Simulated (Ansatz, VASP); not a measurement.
# One calculation of TaGe3Ru, two programs

```
CELL_PARAMETERS angstrom
4.69253 0.00000 0.00000
0.00000 4.69253 0.00000
0.00000 0.00000 4.69253
ATOMIC_POSITIONS crystal
Ta 0.00000 0.00000 0.00000
Ge 0.00000 0.50000 0.50000
Ge 0.50000 0.00000 0.50000
Ge 0.50000 0.50000 0.00000
Ru 0.50000 0.50000 0.50000
```

Change from the starting cell: species swapped into the CdNi3N type (Pm-3m, No. 221).

Alike in both runs: functional PBE; k mesh 8 × 8 × 8; occupations gaussian, width 0.1 eV; no spin polarisation.

Ansatz relaxed the structure, and its values are those at the end. VASP's run is a single point on that final structure, the one shown.

|  | VASP | Ansatz |
| --- | --- | --- |
| version | VASP 6.6.1 | Ansatz 0.2.0 |
| potentials or method | VASP PAW PBE potentials, release 64 (Ta_pv, Ge_d, Ru_pv), cutoff 520 eV | scalar-relativistic, plane waves, PAW |
| valence electrons in the cell | 67 | 71 |

```tsv
	VASP	Ansatz	Ansatz less VASP
gap on the k mesh at the Fermi level (eV)	none	none	-
pressure (GPa)	0.2	0.0	-0.16
```

A gap of «none» marks a metal or a gap that the smearing closes. VASP's potentials hold 67 valence electrons a cell and Ansatz's 71, so a difference there can come from the potentials and not from the codes.

Neither program's run includes spin-orbit coupling.
